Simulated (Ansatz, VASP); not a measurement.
# Ni: VASP beside Ansatz

File INCAR:

```
ALGO = Normal ; EDIFF = 1E-6
ENCUT = 590 ; GGA = PS
GGA_COMPAT = F ; ISIF = 2
ISMEAR = -1 ; ISPIN = 2
LASPH = T ; LCHARG = F
LMAXMIX = 4 ; LORBIT = 11
LREAL = F ; LWAVE = F
MAGMOM = 2 2 ; NBANDS = 29
NELM = 200 ; NUPDOWN = 4.0
PREC = Accurate ; SIGMA = 0.05
```

The input KPOINTS:

```
k-points
0
Gamma
  10 10 6
```

Contents of POSCAR:

```
Ni
1.0
    2.4480228978      0.0000000000      0.0000000000
   -1.2240114489      2.1200500186      0.0000000000
    0.0000000000      0.0000000000      4.0728075700
Ni
2
Direct
    0.6666666667      0.3333333333      0.7500000000
    0.3333333333      0.6666666667      0.2500000000
```

input.yaml

```yaml
crystal:
  lattice:
    - [2.4480228978, 0.0, 0.0]
    - [-1.2240114489, 2.1200500186, 0.0]
    - [0.0, 0.0, 4.07280757]
  atoms:
    - { symbol: Ni, position: [0.6666666667, 0.3333333333, 0.75], spin: 2.0 }
    - { symbol: Ni, position: [0.3333333333, 0.6666666667, 0.25], spin: 2.0 }
hamiltonian:
  xc: pbesol
  pseudopotentials: { kind: paw }
magnetization:
  spin_polarized: true
  initial_magnetization: 4.0
  spin_locking: { lock_magnetization: hard }
kpoints:
  mp_grid: { grid: [10, 10, 6] }
scf:
  occupations: { method: fermi_dirac, width: 0.05 }
  lower_state_search: "off"
output:
  forces: true
  stress: true
  eigenvalues: true
```

Alike in both runs: task single point; functional PBEsol; k mesh 10 × 10 × 6; occupations fermi-dirac, width 0.05 eV; collinear spin; fixed moment 4 μB.

```csv
,VASP,Ansatz
version,VASP 6.6.1,Ansatz 0.2.0
potentials or method,"VASP PAW PBE potentials, release 64 (Ni_sv_GW)",Ansatz PAW
plane-wave cutoff (eV),590,420
valence electrons in the cell,36,36
```

|  | VASP | Ansatz | Ansatz less VASP |
| --- | --- | --- | --- |
| pressure (GPa) | 20.9 | 25.1 | +4.23 |
| traceless stress, the component that is largest in VASP (GPa) | -7.49 | -7.50 | -0.003 |
| net moment per atom (μB) | 2.00 | 2.00 | 0.000 |
| size of the moment on the site where the two differ most (μB) | 1.81 | 1.80 | -0.008 |

VASP's potentials were made for PBE, not for PBEsol. Site moments also hang on the region over which each program counts them. The functional is the same, so the differences come from potentials, cutoffs and numerics.
